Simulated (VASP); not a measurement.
# TiO2 (P1) in VASP: further runs

The runs below take TiO2 through single point, with PBE.

Everything below comes from runs of VASP 6.6.1. Logs are shortened: lines on timing, memory, paths and dates and some standing lists are left out, and cuts for length are marked.

### Step 1. The cell of the first run

The typed cell holds 12 atoms: a = 4.594 Å, b = 4.594 Å, c = 5.918 Å, α = 90.00°, β = 90.00°, γ = 90.00°.

### Step 2. Single point, PBE

INCAR reads:

```
ALGO = Normal ; EDIFF = 1E-6
ENCUT = 600 ; GGA = PE
GGA_COMPAT = False ; ISIF = 2
ISMEAR = 0 ; LASPH = True
LCHARG = False ; LREAL = False
LWAVE = False ; NBANDS = 60
NELM = 120 ; PREC = Accurate
SIGMA = 0.01
```

KPOINTS reads:

```
k-points
0
Gamma
  1 1 1
```

POSCAR reads:

```
TiO2
1.0
    4.5940000000      0.0000000000      0.0000000000
    0.0000000000      4.5940000000      0.0000000000
    0.0000000000      0.0000000000      5.9180000000
Ti O
4 8
Direct
   -0.0046949559      0.0038413276     -0.0135843455
    0.4893296457      0.5120361597      0.2475481913
    0.0197188148     -0.0178408325      0.4996686745
    0.5009389912      0.4799397338      0.7539096409
    0.3103485843      0.3137630976     -0.0044397617
    0.6751397338      0.6886270617      0.0052349429
    0.8141045490      0.1840174686      0.2460903591
    0.1908464954      0.8233237351      0.2549698825
    0.3130801950      0.3245188148      0.4987409631
    0.7115043014      0.6766762649      0.4894638491
    0.8224701068      0.1949439115      0.7374758961
    0.1792371499      0.8166654340      0.7425120437
```

Potentials or basis: VASP PAW PBE potentials, release 64 (Ti_sv, O).

The run is started by

```console
$ cat potpaw_PBE.64/Ti_sv/POTCAR potpaw_PBE.64/O/POTCAR > POTCAR
$ mpirun -np 1 vasp_gam > vasp.out
```

OUTCAR:

```text
EDIFF = 1E-6
   ENCUT = 600
   GGA = PE
   ISIF = 2
   ISMEAR = 0
   LASPH = True
   LREAL = False
   NELM = 120
   PREC = Accurate

 ion  position               nearest neighbor table
   1  0.995  0.004  0.986-  12 1.88  11 1.89   7 1.93   8 2.01   5 2.03   6 2.07   3 2.88
   2  0.489  0.512  0.248-   6 1.86   9 1.90  10 1.91   5 1.93   8 1.98   7 2.12
   3  0.020  0.982  0.500-  12 1.78   8 1.80  11 1.94  10 1.99   7 2.00   9 2.07   1 2.88
   4  0.501  0.480  0.754-   5 1.84   9 1.88   6 1.94  11 1.98  10 2.05  12 2.14
   5  0.310  0.314  0.996-   4 1.84   2 1.93   1 2.03
   6  0.675  0.689  0.005-   2 1.86   4 1.94   1 2.07
   7  0.814  0.184  0.246-   1 1.93   3 2.00   2 2.12
   8  0.191  0.823  0.255-   3 1.80   2 1.98   1 2.01
   9  0.313  0.325  0.499-   4 1.88   2 1.90   3 2.07
  10  0.712  0.677  0.489-   2 1.91   3 1.99   4 2.05
  11  0.822  0.195  0.737-   1 1.89   3 1.94   4 1.98
  12  0.179  0.817  0.743-   3 1.78   1 1.88   4 2.14

  LATTYP: Found a simple tetragonal cell.
 ALAT       =     4.5940000000
 C/A-ratio  =     1.2882020026

  Lattice vectors:

 A1 = (   4.5940000000,   0.0000000000,   0.0000000000)
 A2 = (   0.0000000000,   4.5940000000,   0.0000000000)
 A3 = (   0.0000000000,   0.0000000000,   5.9180000000)

Analysis of symmetry for initial positions (statically):
=====================================================================
 Subroutine PRICEL returns:
 Original cell was already a primitive cell.

 Routine SETGRP: Setting up the symmetry group for a
 simple tetragonal supercell.

 Subroutine GETGRP returns: Found  1 space group operations
 (whereof  1 operations were pure point group operations)
 out of a pool of 16 trial point group operations.

The static configuration has the point symmetry C_1 .

Analysis of symmetry for dynamics (positions and initial velocities):
=====================================================================
 Subroutine PRICEL returns:
 Original cell was already a primitive cell.

 Routine SETGRP: Setting up the symmetry group for a
 simple tetragonal supercell.

 Subroutine GETGRP returns: Found  1 space group operations
 (whereof  1 operations were pure point group operations)
 out of a pool of 16 trial point group operations.

The dynamic configuration has the point symmetry C_1 .
[... 102 lines left out ...]
   ISYM   =      2    0-nonsym 1-usesym 2-fastsym
   POTIM  = 0.5000    time-step for ionic-motion
   TEBEG  =    0.0;   TEEND  =   0.0 temperature during run
   PSTRESS=    0.0 pullay stress
   NELECT =      96.0000    total number of electrons
   NUPDOWN=      -1.0000    fix difference up-down
   EMIN   =  10.00;   EMAX   =-10.00  energy-range for DOS
   EFERMI =   0.00;   METHOD = LEGACY
   ISMEAR =     0;   SIGMA  =   0.01  broadening in eV -4-tet -1-fermi 0-gaus
   EFERMI_NEDOS =   21; number of points for ismear=-14 and -15
   IALGO  =     38    algorithm
   IMIX   =      4    mixing-type and parameters
     AMIX     =   0.40;   BMIX     =  1.00
     AMIX_MAG =   1.60;   BMIX_MAG =  1.00
  volume/ion in A,a.u.               =      10.41        70.24
  Fermi-wavevector in a.u.,A,eV,Ry     =   1.499614  2.833860 30.597370  2.248843
  Thomas-Fermi vector in A             =   2.611221
   LORBIT       =      0    0 simple, 1 ext, 2 COOP (PROOUT), +10 PAW based schemes
   GGA     = PE    functional components
   LHFCALC =     F    Hartree Fock is set to
   AEXX    =    0.0000 exact exchange contribution
   IVDW    =     0    specifies the selected vdW correction
   LEPSILON=     F    determine dielectric tensor
   LRPA    =     F    only Hartree local field effects (RPA)
 non-spin polarized calculation
 Gauss-broadening in eV      SIGMA  =   0.01
  energy-cutoff  :      600.00
  volume of cell :      124.90
 maximum number of plane-waves:      2078
 NGX is ok and might be reduce to    40
   NGX = 19   NGY = 19   NGZ = 23

 number of electron      95.9999998 magnetization

 Free energy of the ion-electron system (eV)
  ---------------------------------------------------
  ext. energy  EPLUGINS =         0.00000000
  ---------------------------------------------------
  free energy    TOTEN  =      -104.38752186 eV

  energy without entropy =     -104.38752186  energy(sigma->0) =     -104.38752186

 E-fermi :   5.0830     XC(G=0): -11.3882

 val. band max:        4.9838593284   @ k =   0.0000   0.0000   0.0000
 cond. band min:       6.7795784128   @ k =   0.0000   0.0000   0.0000
 fundamental gap:      1.7957190843
 Fermi energy:         5.0830372101

 k-point     1 :       0.0000    0.0000    0.0000
  band No.  band energies     occupation
      1     -52.3517      2.00000
      2     -52.3161      2.00000
      3     -52.1495      2.00000
      4     -51.8822      2.00000
      5     -28.8182      2.00000
      6     -28.8008      2.00000
[... 52 lines left out ...]
     59       8.7859      0.00000
     60       8.9284      0.00000

------------------------ aborting loop because EDIFF is reached ----------------------------------------

  FORCE on cell =-STRESS in cart. coord.  units (eV):
  Direction    XX          YY          ZZ          XY          YZ          ZX
  --------------------------------------------------------------------------------------
  -------------------------------------------------------------------------------------
  Total       10.6587203     11.2867192     10.6936295     -0.8311050     -0.5280687     -0.6064403
  in kB      136.7283914    144.7842632    137.1762010    -10.6612848     -6.7739824     -7.7793211
  external PRESSURE =     139.5629519 kB  Pullay stress =       0.0000000 kB

 VOLUME and BASIS-vectors are now :
 -----------------------------------------------------------------------------
  energy-cutoff  :      600.00
  volume of cell :      124.90
      direct lattice vectors                 reciprocal lattice vectors
     4.594000000  0.000000000  0.000000000     0.217675229  0.000000000  0.000000000
     0.000000000  4.594000000  0.000000000     0.000000000  0.217675229  0.000000000
     0.000000000  0.000000000  5.918000000     0.000000000  0.000000000  0.168976005

 POSITION                                       TOTAL-FORCE (eV/Angst)
 -----------------------------------------------------------------------------------
      4.57243      0.01765      5.83761        -1.902569      0.921867      1.948931
      2.24798      2.35229      1.46499         1.411106     -0.230402      0.991488
      0.09059      4.51204      2.95704        -1.157100      0.192672     -1.308908
      2.30131      2.20484      4.46164         0.521239     -0.233793     -0.911649
      1.42574      1.44143      5.89173        -0.956590     -1.137783     -0.174027
      3.10159      3.16355      0.03098         1.736205      1.644565     -0.923586
      3.74000      0.84538      1.45636        -1.033714      1.016655     -0.898661
      0.87675      3.78235      1.50891         1.502929     -1.222833     -1.403903
      1.43829      1.49084      2.95155        -1.013869     -1.005948      0.405770
      3.26865      3.10865      2.89665         0.031498      0.955459      0.364851
      3.77843      0.89557      4.36438        -1.500226      1.148605      0.779297
      0.82342      3.75176      4.39419         2.361090     -2.049065      1.130396
 -----------------------------------------------------------------------------------
    total drift:                                0.000015     -0.000220     -0.000531

  FREE ENERGIE OF THE ION-ELECTRON SYSTEM (eV)
  ---------------------------------------------------
  free  energy   TOTEN  =      -104.3875218598 eV

  energy  without entropy=     -104.3875218598  energy(sigma->0) =     -104.38752186
```

stdout:

```text
POSCAR found type information on POSCAR TiO
 POSCAR found :  2 types and      12 ions
 scaLAPACK will be used
 LDA part: xc-table for (Slater+PW92), standard interpolation
 POSCAR, INCAR and KPOINTS ok, starting setup
 FFT: planning ... GRIDC
 FFT: planning ... GRID_SOFT
 FFT: planning ... GRID
 WAVECAR not read
 entering main loop
```

Wall time 39 s (1 thread of Intel Xeon 6975P-C, shared host); peak memory 0.24 GiB.

Results:

* Free energy: -104.3875 eV
* Pressure: 14.0 GPa
* Largest force: 3.324 eV/Å
* Band gap on the k mesh: 1.80 eV

Forces on the atoms (eV/Å):
```
Ti  -1.903  0.922  1.949
Ti   1.411 -0.230  0.991
Ti  -1.157  0.193 -1.309
Ti   0.521 -0.234 -0.912
O   -0.957 -1.138 -0.174
O    1.736  1.645 -0.924
O   -1.034  1.017 -0.899
O    1.503 -1.223 -1.404
O   -1.014 -1.006  0.406
O    0.031  0.955  0.365
O   -1.500  1.149  0.779
O    2.361 -2.049  1.130
```

Caveat: the k points lie up to 1.37 Å⁻¹ apart; forces of over 1 eV/Å act on the atoms, so gaps and moduli don't describe the material at rest.

### Step 3. Single point, PBE

INCAR reads:

```
SYSTEM = TiO2
PREC = Accurate
ENCUT = 600
EDIFF = 1E-6
ISMEAR = 0
SIGMA = 0.01
LREAL = .FALSE.
LASPH = .TRUE.
NELM = 120
ALGO = Normal
ISIF = 2
LWAVE = .FALSE.
LCHARG = .FALSE.
GGA = PE
NBANDS = 60
GGA_COMPAT = .FALSE.
```

KPOINTS reads:

```
Automatic mesh
0
G
  1 1 1
  0 0 0
```

POSCAR is that of step 2.

Potentials or basis: VASP PAW PBE potentials, release 64 (Ti_sv, O).

The run is started by

```console
$ cat potpaw_PBE.64/Ti_sv/POTCAR potpaw_PBE.64/O/POTCAR > POTCAR
$ mpirun -np 1 vasp_gam > vasp.out
```

OUTCAR:

```text
SYSTEM = TiO2
   PREC = Accurate
   ENCUT = 600
   EDIFF = 1E-6
   ISMEAR = 0
   LREAL = .FALSE.
   LASPH = .TRUE.
   NELM = 120
   ISIF = 2
   GGA = PE

 ion  position               nearest neighbor table
   1  0.995  0.004  0.986-  12 1.88  11 1.89   7 1.93   8 2.01   5 2.03   6 2.07   3 2.88
   2  0.489  0.512  0.248-   6 1.86   9 1.90  10 1.91   5 1.93   8 1.98   7 2.12
   3  0.020  0.982  0.500-  12 1.78   8 1.80  11 1.94  10 1.99   7 2.00   9 2.07   1 2.88
   4  0.501  0.480  0.754-   5 1.84   9 1.88   6 1.94  11 1.98  10 2.05  12 2.14
   5  0.310  0.314  0.996-   4 1.84   2 1.93   1 2.03
   6  0.675  0.689  0.005-   2 1.86   4 1.94   1 2.07
   7  0.814  0.184  0.246-   1 1.93   3 2.00   2 2.12
   8  0.191  0.823  0.255-   3 1.80   2 1.98   1 2.01
   9  0.313  0.325  0.499-   4 1.88   2 1.90   3 2.07
  10  0.712  0.677  0.489-   2 1.91   3 1.99   4 2.05
  11  0.822  0.195  0.737-   1 1.89   3 1.94   4 1.98
  12  0.179  0.817  0.743-   3 1.78   1 1.88   4 2.14

  LATTYP: Found a simple tetragonal cell.
 ALAT       =     4.5940000000
 C/A-ratio  =     1.2882020026

  Lattice vectors:

 A1 = (   4.5940000000,   0.0000000000,   0.0000000000)
 A2 = (   0.0000000000,   4.5940000000,   0.0000000000)
 A3 = (   0.0000000000,   0.0000000000,   5.9180000000)

Analysis of symmetry for initial positions (statically):
=====================================================================
 Subroutine PRICEL returns:
 Original cell was already a primitive cell.

 Routine SETGRP: Setting up the symmetry group for a
 simple tetragonal supercell.

 Subroutine GETGRP returns: Found  1 space group operations
 (whereof  1 operations were pure point group operations)
 out of a pool of 16 trial point group operations.

The static configuration has the point symmetry C_1 .

Analysis of symmetry for dynamics (positions and initial velocities):
=====================================================================
 Subroutine PRICEL returns:
 Original cell was already a primitive cell.

 Routine SETGRP: Setting up the symmetry group for a
 simple tetragonal supercell.

 Subroutine GETGRP returns: Found  1 space group operations
 (whereof  1 operations were pure point group operations)
 out of a pool of 16 trial point group operations.

The dynamic configuration has the point symmetry C_1 .

 Subroutine INISYM returns: Found  1 space group operations
 (whereof  1 operations are pure point group operations),
 and found     1 'primitive' translations

----------------------------------------------------------------------------------------

                                     Primitive cell

  volume of cell :     124.8984

  direct lattice vectors                    reciprocal lattice vectors
     4.594000000  0.000000000  0.000000000     0.217675229  0.000000000  0.000000000
     0.000000000  4.594000000  0.000000000     0.000000000  0.217675229  0.000000000
     0.000000000  0.000000000  5.918000000     0.000000000  0.000000000  0.168976005

  length of vectors
     4.594000000  4.594000000  5.918000000     0.217675229  0.217675229  0.168976005

[... 58 lines left out ...]
   k-points           NKPTS =      1   k-points in BZ     NKDIM =      1   number of bands    NBANDS=     60
   number of dos      NEDOS =    301   number of ions     NIONS =     12
   total plane-waves  NPLWV =  76800
   dimension x,y,z NGX =    40 NGY =   40 NGZ =   48
   dimension x,y,z NGXF=    80 NGYF=   80 NGZF=   96
   ions per type =               4   8
   NGX,Y,Z   is equivalent  to a cutoff of  14.48, 14.48, 13.48 a.u.
   NGXF,Y,Z  is equivalent  to a cutoff of  28.95, 28.95, 26.97 a.u.
 SYSTEM =  TiO2
   PREC   = accura    normal or accurate (medium, high low for compatibility)
   ISTART =      0    job   : 0-new  1-cont  2-samecut
   ICHARG =      2    charge: 1-file 2-atom 10-const
   ISPIN  =      1    spin polarized calculation?
   LNONCOLLINEAR =      F non collinear calculations
   LSORBIT =      F    spin-orbit coupling
   LASPH  =      T    aspherical Exc in radial PAW
   ENCUT  =  600.0 eV  44.10 Ry    6.64 a.u.   9.18  9.18 11.82*2*pi/ulx,y,z
   NELM   =    120;   NELMIN=  2; NELMDL= -5     # of ELM steps
   EDIFF  = 0.1E-05   stopping-criterion for ELM
   LREAL  =      F    real-space projection
   EDIFFG = 0.1E-04   stopping-criterion for IOM
   NSW    =      0    number of steps for IOM
   IBRION =     -1    ionic relax: 0-MD 1-quasi-New 2-CG
   NFREE  =      0    steps in history (QN), initial steepest desc. (CG)
   ISIF   =      2    stress and relaxation
   ISYM   =      2    0-nonsym 1-usesym 2-fastsym
   POTIM  = 0.5000    time-step for ionic-motion
   TEBEG  =    0.0;   TEEND  =   0.0 temperature during run
   PSTRESS=    0.0 pullay stress
   NELECT =      96.0000    total number of electrons
   NUPDOWN=      -1.0000    fix difference up-down
   EMIN   =  10.00;   EMAX   =-10.00  energy-range for DOS
   EFERMI =   0.00;   METHOD = LEGACY
   ISMEAR =     0;   SIGMA  =   0.01  broadening in eV -4-tet -1-fermi 0-gaus
   EFERMI_NEDOS =   21; number of points for ismear=-14 and -15
   IALGO  =     38    algorithm
   IMIX   =      4    mixing-type and parameters
     AMIX     =   0.40;   BMIX     =  1.00
     AMIX_MAG =   1.60;   BMIX_MAG =  1.00
  volume/ion in A,a.u.               =      10.41        70.24
  Fermi-wavevector in a.u.,A,eV,Ry     =   1.499614  2.833860 30.597370  2.248843
  Thomas-Fermi vector in A             =   2.611221
   LORBIT       =      0    0 simple, 1 ext, 2 COOP (PROOUT), +10 PAW based schemes
   GGA     = PE    functional components
   LHFCALC =     F    Hartree Fock is set to
   AEXX    =    0.0000 exact exchange contribution
   IVDW    =     0    specifies the selected vdW correction
   LEPSILON=     F    determine dielectric tensor
   LRPA    =     F    only Hartree local field effects (RPA)
 non-spin polarized calculation
 Gauss-broadening in eV      SIGMA  =   0.01
  energy-cutoff  :      600.00
  volume of cell :      124.90
 maximum number of plane-waves:      2078
 NGX is ok and might be reduce to    40
   NGX = 19   NGY = 19   NGZ = 23

 number of electron      95.9999998 magnetization

 Free energy of the ion-electron system (eV)
  ---------------------------------------------------
  ext. energy  EPLUGINS =         0.00000000
  ---------------------------------------------------
  free energy    TOTEN  =      -104.38752186 eV

  energy without entropy =     -104.38752186  energy(sigma->0) =     -104.38752186

 E-fermi :   5.0830     XC(G=0): -11.3882

 val. band max:        4.9838593284   @ k =   0.0000   0.0000   0.0000
 cond. band min:       6.7795784128   @ k =   0.0000   0.0000   0.0000
 fundamental gap:      1.7957190843
 Fermi energy:         5.0830372101

 k-point     1 :       0.0000    0.0000    0.0000
  band No.  band energies     occupation
      1     -52.3517      2.00000
      2     -52.3161      2.00000
      3     -52.1495      2.00000
      4     -51.8822      2.00000
      5     -28.8182      2.00000
      6     -28.8008      2.00000
[... 52 lines left out ...]
     59       8.7859      0.00000
     60       8.9284      0.00000

------------------------ aborting loop because EDIFF is reached ----------------------------------------

  FORCE on cell =-STRESS in cart. coord.  units (eV):
  Direction    XX          YY          ZZ          XY          YZ          ZX
  --------------------------------------------------------------------------------------
  -------------------------------------------------------------------------------------
  Total       10.6587203     11.2867192     10.6936295     -0.8311050     -0.5280687     -0.6064403
  in kB      136.7283914    144.7842632    137.1762010    -10.6612848     -6.7739824     -7.7793211
  external PRESSURE =     139.5629519 kB  Pullay stress =       0.0000000 kB

 VOLUME and BASIS-vectors are now :
 -----------------------------------------------------------------------------
  energy-cutoff  :      600.00
  volume of cell :      124.90
      direct lattice vectors                 reciprocal lattice vectors
     4.594000000  0.000000000  0.000000000     0.217675229  0.000000000  0.000000000
     0.000000000  4.594000000  0.000000000     0.000000000  0.217675229  0.000000000
     0.000000000  0.000000000  5.918000000     0.000000000  0.000000000  0.168976005

 POSITION                                       TOTAL-FORCE (eV/Angst)
 -----------------------------------------------------------------------------------
      4.57243      0.01765      5.83761        -1.902569      0.921867      1.948931
      2.24798      2.35229      1.46499         1.411106     -0.230402      0.991488
      0.09059      4.51204      2.95704        -1.157100      0.192672     -1.308908
      2.30131      2.20484      4.46164         0.521239     -0.233793     -0.911649
      1.42574      1.44143      5.89173        -0.956590     -1.137783     -0.174027
      3.10159      3.16355      0.03098         1.736205      1.644565     -0.923586
      3.74000      0.84538      1.45636        -1.033714      1.016655     -0.898661
      0.87675      3.78235      1.50891         1.502929     -1.222833     -1.403903
      1.43829      1.49084      2.95155        -1.013869     -1.005948      0.405770
      3.26865      3.10865      2.89665         0.031498      0.955459      0.364851
      3.77843      0.89557      4.36438        -1.500226      1.148605      0.779297
      0.82342      3.75176      4.39419         2.361090     -2.049065      1.130396
 -----------------------------------------------------------------------------------
    total drift:                                0.000015     -0.000220     -0.000531

  FREE ENERGIE OF THE ION-ELECTRON SYSTEM (eV)
  ---------------------------------------------------
  free  energy   TOTEN  =      -104.3875218598 eV

  energy  without entropy=     -104.3875218598  energy(sigma->0) =     -104.38752186
```

Wall time 41 s (1 thread of Intel Xeon 6975P-C, shared host); peak memory 0.24 GiB.

Results:

```
Free energy            : -104.3875 eV
Pressure               : 14.0 GPa
Largest force          : 3.324 eV/Å
Band gap on the k mesh : 1.80 eV
```

Forces in eV/Å, atoms in the order of the input:
```
Ti  -1.903  0.922  1.949
Ti   1.411 -0.230  0.991
Ti  -1.157  0.193 -1.309
Ti   0.521 -0.234 -0.912
O   -0.957 -1.138 -0.174
O    1.736  1.645 -0.924
O   -1.034  1.017 -0.899
O    1.503 -1.223 -1.404
O   -1.014 -1.006  0.406
O    0.031  0.955  0.365
O   -1.500  1.149  0.779
O    2.361 -2.049  1.130
```

Stress tensor (GPa, compression positive):
```
13.67 -1.07 -0.78
-1.07 14.48 -0.68
-0.78 -0.68 13.72
```

Levels at points of the mesh, in eV from the valence-band top:
```tsv
k point	band 45	band 46	band 47	band 48	band 49	band 50	band 51	band 52
(0.00, 0.00, 0.00)	-0.70	-0.58	-0.41	0.00	1.80	2.15	2.19	2.30
```

Caveat: the k points lie up to 1.37 Å⁻¹ apart; forces of over 1 eV/Å act on the atoms, so gaps and moduli don't describe the material at rest.
